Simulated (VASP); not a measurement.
**Fe: single point with PBEsol**

Fe:

```
Fe
1.0
    -1.39091    1.39091    1.39091
     1.39091   -1.39091    1.39091
     1.39091    1.39091   -1.39091
Fe
1
Cartesian
  0.0000 0.0000 0.0000
```

```
Program             : VASP 6.6.1
Task                : single point
Functional          : PBEsol
Potentials or basis : VASP PAW PBE potentials, release 64 (Fe)
Cutoff              : 520 eV
k mesh              : 8 × 8 × 8
Occupations         : gaussian, width 0.1 eV
Spin                : collinear spin, ferromagnetic start
Starting moments    : [3.63] μB
```

```yaml
Pressure: -0.6 GPa
Band_gap_on_the_k_mesh: zero (filled and empty bands overlap)
Net_moment: 2.00 μB per cell
Site_moments: Fe +1.98 μB
Valence_electrons_inside_the_program's_atomic_spheres: Fe 7.39
```

Levels at points of the mesh, in eV from the Fermi level:
Spin up:
| k point | band 1 | band 2 | band 3 | band 4 | band 5 | band 6 | band 7 | band 8 | band 9 | band 10 |
| --- | --- | --- | --- | --- | --- | --- | --- | --- | --- | --- |
| (0.00, 0.00, 0.00) | -8.88 | -2.41 | -2.41 | -2.41 | -1.06 | -1.06 | 25.42 | 25.42 | 25.42 | 30.87 |
| (0.50, 0.00, 0.00) | -5.27 | -3.60 | -0.99 | -0.85 | 0.38 | 0.53 | 7.81 | 18.70 | 20.98 | 24.21 |
| (0.50, 0.50, 0.50) | -5.20 | -5.20 | 0.24 | 0.24 | 0.24 | 10.20 | 10.20 | 10.20 | 16.15 | 16.15 |
Spin down:
```tsv
k point	band 1	band 2	band 3	band 4	band 5	band 6
(0.00, 0.00, 0.00)	-8.65	-0.69	-0.69	-0.69	1.45	1.45
(0.50, 0.00, 0.00)	-4.08	-2.06	0.58	1.32	1.72	2.54
(0.50, 0.50, 0.50)	-3.54	-3.54	2.22	2.22	2.22	10.51
```

Wall time 5 s on 1 thread of Intel(R) Xeon(R) 6975P-C (Granite Rapids), on a shared host, peak memory 0.13 GiB.

Caveat: the k points lie up to 0.40 Å⁻¹ apart; the PAW data sets were made with another functional, which shifts forces and pressure a little.
